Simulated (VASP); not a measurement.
# Ba (Fm-3m) in VASP: notebook

The runs below take Ba through single point, with r2SCAN.

Everything below comes from runs of VASP 6.6.1. Logs are shortened: lines on timing, memory, paths and dates and some standing lists are left out, and cuts for length are marked.

## Step 1: The cell of the first run

It takes space group Fm-3m (No. 225, cubic). The conventional cell has a = 6.446 Å, b = 6.446 Å, c = 6.446 Å, α = 90.00°, β = 90.00°, γ = 90.00°.

This isn't the form of Ba at room conditions, which is bcc.

## Step 2: Single point, r2SCAN (66.97 Å³/atom)

File POSCAR:

```
Ba
1.0
    0.0000000000      3.2231413676      3.2231413676
    3.2231413676      0.0000000000      3.2231413676
    3.2231413676      3.2231413676      0.0000000000
Ba
1
Direct
    0.0000000000      0.0000000000      0.0000000000
```

File INCAR.step1:

```
SYSTEM = Ba
PREC = Accurate
ENCUT = 520
ISMEAR = -1
SIGMA = 0.1
LREAL = .False.
LASPH = .True.
NELM = 80
NBANDS = 11
GGA = PE
ALGO = Normal
EDIFF = 1E-4
LWAVE = .True.
LCHARG = .False.
```

File INCAR.step2:

```
SYSTEM = Ba
PREC = Accurate
ENCUT = 520
EDIFF = 1E-6
ISMEAR = -1
SIGMA = 0.1
LREAL = .False.
LASPH = .True.
NELM = 80
ALGO = Normal
ISIF = 2
LWAVE = .False.
LCHARG = .False.
METAGGA = R2SCAN
LMIXTAU = .True.
NBANDS = 11
ISTART = 1
```

File KPOINTS:

```
Automatic mesh
0
Gamma
  10 10 10
  0 0 0
```

Potentials or basis: VASP PAW PBE potentials, release 64 (Ba_sv).

Launch:

```console
> cat potpaw_PBE.64/Ba_sv/POTCAR > POTCAR
> cp INCAR.step1 INCAR
> mpirun -np 1 vasp_std > vasp.out
> cp INCAR.step2 INCAR
> mpirun -np 1 vasp_std > vasp.out
```

OUTCAR:

```text
SYSTEM = Ba
   PREC = Accurate
   ENCUT = 520
   EDIFF = 1E-6
   ISMEAR = -1
   LREAL = .False.
   LASPH = .True.
   NELM = 80
   ISIF = 2
   METAGGA = R2SCAN
   ISTART = 1

 ion  position               nearest neighbor table
   1  0.000  0.000  0.000-

  LATTYP: Found a face centered cubic cell.
 ALAT       =     6.4462827352

  Lattice vectors:

 A1 = (   0.0000000000,   3.2231413676,   3.2231413676)
 A2 = (   3.2231413676,   0.0000000000,   3.2231413676)
 A3 = (   3.2231413676,   3.2231413676,   0.0000000000)

Analysis of symmetry for initial positions (statically):
=====================================================================
 Subroutine PRICEL returns:
 Original cell was already a primitive cell.

 Routine SETGRP: Setting up the symmetry group for a
 face centered cubic supercell.

 Subroutine GETGRP returns: Found 48 space group operations
 (whereof 48 operations were pure point group operations)
 out of a pool of 48 trial point group operations.

The static configuration has the point symmetry O_h .

Analysis of symmetry for dynamics (positions and initial velocities):
=====================================================================
 Subroutine PRICEL returns:
 Original cell was already a primitive cell.

 Routine SETGRP: Setting up the symmetry group for a
 face centered cubic supercell.

 Subroutine GETGRP returns: Found 48 space group operations
 (whereof 48 operations were pure point group operations)
 out of a pool of 48 trial point group operations.

The dynamic configuration has the point symmetry O_h .

 Subroutine INISYM returns: Found 48 space group operations
 (whereof 48 operations are pure point group operations),
 and found     1 'primitive' translations

----------------------------------------------------------------------------------------

                                     Primitive cell

  volume of cell :      66.9681

  direct lattice vectors                    reciprocal lattice vectors
     0.000000000  3.223141368  3.223141368    -0.155128163  0.155128163  0.155128163
     3.223141368  0.000000000  3.223141368     0.155128163 -0.155128163  0.155128163
     3.223141368  3.223141368  0.000000000     0.155128163  0.155128163 -0.155128163

  length of vectors
     4.558210236  4.558210236  4.558210236     0.268689860  0.268689860  0.268689860

  position of ions in fractional coordinates (direct lattice)
     0.000000000  0.000000000  0.000000000

  ion indices of the primitive-cell ions
   primitive index   ion index
                 1           1

----------------------------------------------------------------------------------------

 KPOINTS: Automatic mesh

Automatic generation of k-mesh.
 Grid dimensions read from file:
 generate k-points for:   10   10   10

 Generating k-lattice:

  Cartesian coordinates                     Fractional coordinates (reciprocal lattice)
    -0.015512816  0.015512816  0.015512816     0.100000000  0.000000000  0.000000000
     0.015512816 -0.015512816  0.015512816     0.000000000  0.100000000  0.000000000
     0.015512816  0.015512816 -0.015512816     0.000000000  0.000000000  0.100000000

  Length of vectors
     0.026868986  0.026868986  0.026868986

  Shift w.r.t. Gamma in fractional coordinates (k-lattice)
     0.000000000  0.000000000  0.000000000

 Subroutine IBZKPT returns following result:
 ===========================================

 Found     47 irreducible k-points:

 Following reciprocal coordinates:
            Coordinates               Weight
  0.000000  0.000000  0.000000      1.000000
  0.100000  0.000000  0.000000      8.000000
  0.200000  0.000000  0.000000      8.000000
  0.300000  0.000000  0.000000      8.000000
  0.400000  0.000000  0.000000      8.000000
  0.500000  0.000000  0.000000      4.000000
[... 16 lines left out ...]
  0.300000  0.300000  0.000000      6.000000
  0.400000  0.300000  0.000000     24.000000
 [... further k-points ...]
   k-points           NKPTS =     47   k-points in BZ     NKDIM =     47   number of bands    NBANDS=     11
   number of dos      NEDOS =    301   number of ions     NIONS =      1
   total plane-waves  NPLWV =  46656
   dimension x,y,z NGX =    36 NGY =   36 NGZ =   36
   dimension x,y,z NGXF=    72 NGYF=   72 NGZF=   72
   ions per type =               1
   NGX,Y,Z   is equivalent  to a cutoff of  13.13, 13.13, 13.13 a.u.
   NGXF,Y,Z  is equivalent  to a cutoff of  26.26, 26.26, 26.26 a.u.
 SYSTEM =  Ba
   PREC   = accura    normal or accurate (medium, high low for compatibility)
   ISTART =      1    job   : 0-new  1-cont  2-samecut
   ICHARG =      0    charge: 1-file 2-atom 10-const
   ISPIN  =      1    spin polarized calculation?
   LNONCOLLINEAR =      F non collinear calculations
   LSORBIT =      F    spin-orbit coupling
   LASPH  =      T    aspherical Exc in radial PAW
   ENCUT  =  520.0 eV  38.22 Ry    6.18 a.u.   8.48  8.48  8.48*2*pi/ulx,y,z
   NELM   =     80;   NELMIN=  2; NELMDL=  0     # of ELM steps
   EDIFF  = 0.1E-05   stopping-criterion for ELM
   LREAL  =      F    real-space projection
   EDIFFG = 0.1E-04   stopping-criterion for IOM
   NSW    =      0    number of steps for IOM
   IBRION =     -1    ionic relax: 0-MD 1-quasi-New 2-CG
   NFREE  =      0    steps in history (QN), initial steepest desc. (CG)
   ISIF   =      2    stress and relaxation
   ISYM   =      2    0-nonsym 1-usesym 2-fastsym
   POTIM  = 0.5000    time-step for ionic-motion
   TEBEG  =    0.0;   TEEND  =   0.0 temperature during run
   PSTRESS=    0.0 pullay stress
   NELECT =      10.0000    total number of electrons
   NUPDOWN=      -1.0000    fix difference up-down
   EMIN   =  10.00;   EMAX   =-10.00  energy-range for DOS
   EFERMI =   0.00;   METHOD = LEGACY
   ISMEAR =    -1;   SIGMA  =   0.10  broadening in eV -4-tet -1-fermi 0-gaus
   EFERMI_NEDOS =   21; number of points for ismear=-14 and -15
   IALGO  =     38    algorithm
   IMIX   =      4    mixing-type and parameters
     AMIX     =   0.40;   BMIX     =  1.00
     AMIX_MAG =   1.60;   BMIX_MAG =  1.00
  volume/ion in A,a.u.               =      66.97       451.92
  Fermi-wavevector in a.u.,A,eV,Ry     =   0.868531  1.641286 10.263509  0.754347
  Thomas-Fermi vector in A             =   1.987223
   LORBIT       =      0    0 simple, 1 ext, 2 COOP (PROOUT), +10 PAW based schemes
   METAGGA = R2SCAN    functional components
   LHFCALC =     F    Hartree Fock is set to
   AEXX    =    0.0000 exact exchange contribution
   IVDW    =     0    specifies the selected vdW correction
   LEPSILON=     F    determine dielectric tensor
   LRPA    =     F    only Hartree local field effects (RPA)
 non-spin polarized calculation
  energy-cutoff  :      520.00
  volume of cell :       66.97
 maximum number of plane-waves:      1829
 NGX is ok and might be reduce to    36
   NGX = 17   NGY = 17   NGZ = 17

 number of electron      10.0000000 magnetization

 Free energy of the ion-electron system (eV)
  ---------------------------------------------------
  ext. energy  EPLUGINS =         0.00000000
  ---------------------------------------------------
  free energy    TOTEN  =       -26.42443233 eV

  energy without entropy =      -26.37115369  energy(sigma->0) =      -26.39779301

 E-fermi :   1.5930     XC(G=0):  -7.6283

 val. band max:        1.5471397058   @ k =  -0.3000   0.4000   0.2000
 cond. band min:       1.6086062189   @ k =   0.5000   0.4000   0.0000
 fundamental gap:      0.0614665132
 Fermi energy:         1.5930050266

 k-point     1 :       0.0000    0.0000    0.0000
  band No.  band energies     occupation
      1     -28.4797      2.00000
      2     -13.0433      2.00000
      3     -13.0433      2.00000
      4     -13.0433      2.00000
      5      -1.3354      2.00000
      6       3.5430      0.00000
      7       3.5430      0.00000
      8       3.5430      0.00000
      9       5.0671      0.00000
     10       5.0671      0.00000
     11       7.6607      0.00000

 k-point     2 :       0.1000    0.0000    0.0000
  band No.  band energies     occupation
      1     -28.4765      2.00000
      2     -13.0831      2.00000
      3     -13.0482      2.00000
      4     -13.0482      2.00000
      5      -1.1626      2.00000
      6       3.3079      0.00000
      7       3.6221      0.00000
      8       3.6221      0.00000
      9       4.9531      0.00000
     10       4.9531      0.00000
     11       8.0878      0.00000

 k-point     3 :       0.2000    0.0000    0.0000
  band No.  band energies     occupation
      1     -28.4682      2.00000
      2     -13.1849      2.00000
      3     -13.0609      2.00000
      4     -13.0608      2.00000
      5      -0.6874      2.00000
      6       2.8480      0.00001
      7       3.7255      0.00000
      8       3.7255      0.00000
      9       4.8736      0.00000
     10       4.8736      0.00000
     11       8.1792      0.00000

 k-point     4 :       0.3000    0.0000    0.0000
  band No.  band energies     occupation
      1     -28.4578      2.00000
      2     -13.3064      2.00000
      3     -13.0764      2.00000
      4     -13.0764      2.00000
      5      -0.0518      2.00000
      6       2.4788      0.00028
      7       3.6075      0.00000
      8       3.6075      0.00000
      9       5.2351      0.00000
     10       5.2351      0.00000
     11       7.5818      0.00000

 k-point     5 :       0.4000    0.0000    0.0000
  band No.  band energies     occupation
      1     -28.4494      2.00000
      2     -13.4015      2.00000
      3     -13.0889      2.00000
      4     -13.0889      2.00000
      5       0.4789      1.99997
      6       2.3582      0.00095
      7       3.4259      0.00000
      8       3.4259      0.00000
      9       5.8476      0.00000
     10       5.8476      0.00000
     11       7.3273      0.00000
[... 211 lines left out ...]
 k-point    21 :      -0.3000    0.2000    0.0000
  band No.  band energies     occupation
      1     -28.4462      2.00000
      2     -13.3447      2.00000
      3     -13.1890      2.00000
      4     -13.0940      2.00000
      5       0.8570      1.99873
      6       2.2587      0.00257
      7       2.6897      0.00003
      8       3.9033      0.00000
      9       5.0004      0.00000
     10       6.6185      0.00000
     11       8.0338      0.00000

 k-point    22 :      -0.2000    0.2000    0.0000
  band No.  band energies     occupation
      1     -28.4542      2.00000
      2     -13.2867      2.00000
      3     -13.1519      2.00000
      4     -13.0743      2.00000
      5       0.2291      2.00000
      6       2.4293      0.00047
      7       3.0559      0.00000
      8       4.0642      0.00000
      9       4.3927      0.00000
     10       6.0813      0.00000
     11       8.6963      0.00000

 k-point    23 :       0.3000    0.3000    0.0000
  band No.  band energies     occupation
      1     -28.4506      2.00000
      2     -13.2928      2.00000
      3     -13.1348      2.00000
      4     -13.1348      2.00000
      5       0.2959      2.00000
      6       2.0117      0.02994
      7       3.0894      0.00000
      8       4.7267      0.00000
      9       4.7267      0.00000
     10       5.7417      0.00000
     11       9.8249      0.00000

 k-point    24 :       0.4000    0.3000    0.0000
  band No.  band energies     occupation
      1     -28.4439      2.00000
      2     -13.3433      2.00000
      3     -13.1630      2.00000
      4     -13.1502      2.00000
      5       0.6751      1.99979
      6       1.8433      0.15131
      7       2.9005      0.00000
      8       4.8604      0.00000
      9       5.3286      0.00000
     10       6.1062      0.00000
     11       8.5466      0.00000

 [... further k-points ...]

------------------------ aborting loop because EDIFF is reached ----------------------------------------

  FORCE on cell =-STRESS in cart. coord.  units (eV):
  Direction    XX          YY          ZZ          XY          YZ          ZX
  --------------------------------------------------------------------------------------
  -------------------------------------------------------------------------------------
  Total        0.0312466      0.0312466      0.0312466      0.0000000     -0.0000000      0.0000000
  in kB        0.7475576      0.7475576      0.7475576      0.0000000     -0.0000000      0.0000000
  external PRESSURE =       0.7475576 kB  Pullay stress =       0.0000000 kB

 VOLUME and BASIS-vectors are now :
 -----------------------------------------------------------------------------
  energy-cutoff  :      520.00
  volume of cell :       66.97
      direct lattice vectors                 reciprocal lattice vectors
     0.000000000  3.223141368  3.223141368    -0.155128163  0.155128163  0.155128163
     3.223141368  0.000000000  3.223141368     0.155128163 -0.155128163  0.155128163
     3.223141368  3.223141368  0.000000000     0.155128163  0.155128163 -0.155128163

 POSITION                                       TOTAL-FORCE (eV/Angst)
 -----------------------------------------------------------------------------------
      0.00000      0.00000      0.00000        -0.000000      0.000000     -0.000000
 -----------------------------------------------------------------------------------
    total drift:                               -0.000000      0.000000      0.000000

  FREE ENERGIE OF THE ION-ELECTRON SYSTEM (eV)
  ---------------------------------------------------
  free  energy   TOTEN  =       -26.4244323284 eV

  energy  without entropy=      -26.3711536862  energy(sigma->0) =      -26.39779301
```

Wall time 3.3 min (1 thread of Intel Xeon 8259CL, shared host); peak memory 0.23 GiB.

Results:

* Free energy: -26.4244 eV
* Pressure: 0.1 GPa
* Band gap on the k mesh: zero (bands 5 and 6 overlap by 0.03 eV)

Caveat: the PAW data sets were made with another functional, which shifts forces and pressure a little; spin-orbit coupling is left out, which moves the levels of the heavy elements.

## Step 3: Single point, r2SCAN (69.65 Å³/atom)

This run uses another cell than the first one, of 69.65 Å³/atom.

File POSCAR:

```
Ba
1.0
    0.0000000000      3.2655559864      3.2655559864
    3.2655559864      0.0000000000      3.2655559864
    3.2655559864      3.2655559864      0.0000000000
Ba
1
Direct
    0.0000000000      0.0000000000      0.0000000000
```

File INCAR.step1:

```
SYSTEM = Ba
PREC = Accurate ; ENCUT = 520
ISMEAR = -1 ; SIGMA = 0.1
LREAL = .FALSE. ; LASPH = .TRUE.
NELM = 60 ; NBANDS = 11
GGA = PE ; ALGO = Normal
EDIFF = 1E-4 ; LWAVE = .TRUE.
LCHARG = .FALSE.
```

File INCAR.step2:

```
SYSTEM = Ba
PREC = Accurate ; ENCUT = 520
EDIFF = 1E-6 ; ISMEAR = -1
SIGMA = 0.1 ; LREAL = .FALSE.
LASPH = .TRUE. ; NELM = 60
ALGO = Normal ; ISIF = 2
LWAVE = .FALSE. ; LCHARG = .TRUE.
METAGGA = R2SCAN ; LMIXTAU = .TRUE.
LELF = .TRUE. ; LVHAR = .TRUE.
NBANDS = 11 ; ISTART = 1
```

File KPOINTS:

```
Automatic mesh
0
G
  10 10 10
  0 0 0
```

Potentials or basis: VASP PAW PBE potentials, release 64 (Ba_sv).

Launch:

```console
> cat potpaw_PBE.64/Ba_sv/POTCAR > POTCAR
> cp INCAR.step1 INCAR
> mpirun -np 1 vasp_std > vasp.out
> cp INCAR.step2 INCAR
> mpirun -np 1 vasp_std > vasp.out
```

It took 3.5 min on 1 thread of Intel Xeon 8259CL, shared host; peak memory 0.23 GiB.

The run converged. Its results:

| Property | Result |
| --- | --- |
| Free energy | -26.4232 eV |
| Pressure | -0.2 GPa |
| Band gap on the k mesh | zero (bands 5 and 6 overlap by 0.01 eV) |

Levels at points of the mesh, in eV from the Fermi level:
```tsv
k point	band 1	band 2	band 3	band 4	band 5	band 6	band 7	band 8	band 9	band 10
(0.00, 0.00, 0.00)	-30.15	-14.72	-14.72	-14.72	-2.91	1.91	1.91	1.91	3.37	3.37
(0.50, 0.00, 0.00)	-30.12	-15.07	-14.77	-14.77	-0.92	0.69	1.73	1.73	4.44	4.44
(0.50, 0.50, 0.00)	-30.11	-15.05	-14.85	-14.85	-0.78	-0.04	1.71	4.45	4.76	4.76
```

Caveat: the PAW data sets were made with another functional, which shifts forces and pressure a little; spin-orbit coupling is left out, which moves the levels of the heavy elements.

## Step 4: Single point, r2SCAN (72.33 Å³/atom)

This run uses another cell than the first one, of 72.33 Å³/atom.

File POSCAR:

```
Ba
1.0
    0.0000000000      3.3068965268      3.3068965268
    3.3068965268      0.0000000000      3.3068965268
    3.3068965268      3.3068965268      0.0000000000
Ba
1
Direct
    0.0000000000      0.0000000000      0.0000000000
```

File INCAR.step1:

```
  PREC = Accurate
  ENCUT = 520
  ISMEAR = -1
  SIGMA = 0.1
  LREAL = False
  LASPH = True
  NELM = 100
  NBANDS = 11
  GGA = PE
  ALGO = Normal
  EDIFF = 1E-4
  LWAVE = True
  LCHARG = False
```

File INCAR.step2:

```
  PREC = Accurate
  ENCUT = 520
  EDIFF = 1E-7
  ISMEAR = -1
  SIGMA = 0.1
  LREAL = False
  LASPH = True
  NELM = 100
  ALGO = Normal
  ISIF = 2
  LWAVE = False
  LCHARG = False
  METAGGA = R2SCAN
  LMIXTAU = True
  NBANDS = 11
  ISTART = 1
```

File KPOINTS:

```
Automatic mesh
0
Gamma
  10 10 10
```

Launch:

```console
> cat potpaw_PBE.64/Ba_sv/POTCAR > POTCAR
> cp INCAR.step1 INCAR
> mpirun -np 1 vasp_std > vasp.out
> cp INCAR.step2 INCAR
> mpirun -np 1 vasp_std > vasp.out
```

Wall time 3.9 min (1 thread of Intel Xeon 8259CL, shared host); peak memory 0.23 GiB.

Results (log left out):

```yaml
Free_energy: -26.4173 eV
Pressure: -0.5 GPa
```

Levels at points of the mesh, in eV from the Fermi level:
```tsv
k point	band 3	band 4	band 5	band 6	band 7	band 8
(0.00, 0.00, 0.00)	-14.81	-14.81	-2.89	1.87	1.87	1.87
(0.50, 0.00, 0.00)	-14.85	-14.85	-0.91	0.61	1.70	1.70
(0.50, 0.50, 0.00)	-14.92	-14.92	-0.73	-0.02	1.58	4.30
```

Caveat: the PAW data sets were made with another functional, which shifts forces and pressure a little; spin-orbit coupling is left out, which moves the levels of the heavy elements.

## Step 5: The runs side by side

| cell | gap on the mesh (eV) | pressure (GPa) |
| --- | --- | --- |
| a = 4.558 Å, angles 60.0°, 1 atom | none | 0.1 |
| a = 4.618 Å, angles 60.0°, 1 atom | none | -0.2 |
| a = 4.677 Å, angles 60.0°, 1 atom | - | -0.5 |

Alike in all rows: task single point; level r2SCAN; potentials or basis VASP PAW PBE potentials, release 64 (Ba_sv); no spin polarisation; k mesh 10 × 10 × 10; cutoff (eV) 520; smearing fermi-dirac 0.1 eV.

Caveats: the PAW data sets were made with another functional, which shifts forces and pressure a little; spin-orbit coupling is left out, which moves the levels of the heavy elements.

Absolute energies hang on the potentials; compare differences alone.
